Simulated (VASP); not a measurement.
Write the native input for VASP 6.6.1 that does the following.

| Quantity | Value |
| --- | --- |
| Task | single point |
| Functional | PBE |
| Potentials or basis | VASP PAW PBE potentials, release 64 (Au) |
| Cutoff | 520 eV |
| k mesh | 8 × 8 × 8 |
| Occupations | gaussian, width 0.05 eV |
| Spin | no spin polarisation |
| Dipole correction | no |
| Further INCAR settings | ALGO = Normal; EDIFF = 1e-06; NBANDS = 12 |

The structure of Au lies in POSCAR:

```
Au
1.0
    0.0000000000      2.0827296870      2.0827296870
    2.0827296870      0.0000000000      2.0827296870
    2.0827296870      2.0827296870      0.0000000000
Au
1
Direct
    0.0000000000      0.0000000000      0.0000000000
```

One way to write it, as run:

INCAR

```
  PREC = Accurate
  ENCUT = 520
  EDIFF = 1E-6
  ISMEAR = 0
  SIGMA = 0.05
  LREAL = F
  LASPH = T
  NELM = 80
  ALGO = Normal
  ISIF = 2
  LWAVE = F
  LCHARG = F
  GGA = PE
  NBANDS = 12
```

KPOINTS

```
regular mesh
0
Gamma
  8 8 8
```

Potentials or basis: VASP PAW PBE potentials, release 64 (Au).

Launch:

```sh
$ cat potpaw_PBE.64/Au/POTCAR > POTCAR
$ mpirun -np 1 vasp_std > vasp.out
```

It gave:

The pressure is -0.3 GPa.

Run time: 4.7 s on 1 thread of Intel(R) Xeon(R) 6975P-C (Granite Rapids), with other jobs on the host, peak memory 0.14 GiB.
